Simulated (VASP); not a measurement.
Wanted: the native input for a VASP 6.6.1 run.

| Quantity | Value |
| --- | --- |
| Task | single point |
| Functional | PBE |
| Dispersion | D3(BJ) |
| Potentials or basis | VASP PAW PBE potentials, release 64 (Mo_sv, S) |
| Cutoff | 520 eV |
| k mesh | 14 × 14 × 3 |
| Occupations | gaussian, width 0.15 eV |
| Spin | no spin polarisation |
| Dipole correction | no |
| Further INCAR settings | ALGO = Fast; EDIFF = 1e-07; NBANDS = 49 |

The structure of MoS2 lies in POSCAR:

```
MoS2
1.0
   -1.5671157456     -2.7143240927      0.0000000000
    1.5671157456     -2.7143240927      0.0000000000
    0.0000000000     -0.9047746976     17.8649660373
Mo S
3 6
Direct
    0.8611083333      0.8611083333      0.8333500000
    0.3055527778      0.3055527778      0.1666833333
    0.5833305556      0.5833305556      0.5000166667
    0.9017132587      0.9017132587      0.5897204479
    0.1794910365      0.1794910365      0.9230537812
    0.6239354809      0.6239354809      0.2563871146
    0.9871700746      0.9871700746      0.0769795521
    0.2649478524      0.2649478524      0.4103128854
    0.5427256302      0.5427256302      0.7436462188
```

The input as run:

INCAR

```
SYSTEM = MoS2
PREC     = Accurate       ! precision mode
ENCUT    = 520            ! plane-wave cutoff, eV
EDIFF    = 1E-7           ! SCF threshold, eV
ISMEAR   = 0              ! smearing method
SIGMA    = 0.15           ! smearing width, eV
LREAL    = .False.        ! projectors in reciprocal space
LASPH    = .True.         ! aspherical terms in the spheres
NELM     = 60             ! most SCF steps
ALGO     = Fast           ! electronic algorithm
ISIF     = 2              ! what is computed and relaxed
LWAVE    = .False.        ! write WAVECAR
LCHARG   = .False.        ! write CHGCAR
GGA      = PE             ! functional
IVDW     = 12             ! dispersion correction
NBANDS   = 49             ! bands
```

KPOINTS

```
Automatic mesh
0
Gamma
  14 14 3
  0 0 0
```

Potentials or basis: VASP PAW PBE potentials, release 64 (Mo_sv, S).

Run with:

```bash
$ cat potpaw_PBE.64/Mo_sv/POTCAR potpaw_PBE.64/S/POTCAR > POTCAR
$ mpirun -np 1 vasp_std > vasp.out
```

It gave:

- Pressure: 0.4 GPa
- Largest force: 0.415 eV/Å
- Band gap on the k mesh: zero (bands 39 and 40 overlap by 0.57 eV)
- Dispersion energy per atom: -0.450 eV

Wall time 49 min on 1 thread of Oxide Virtual Turin-like Processor, on a shared host, peak memory 0.87 GiB.
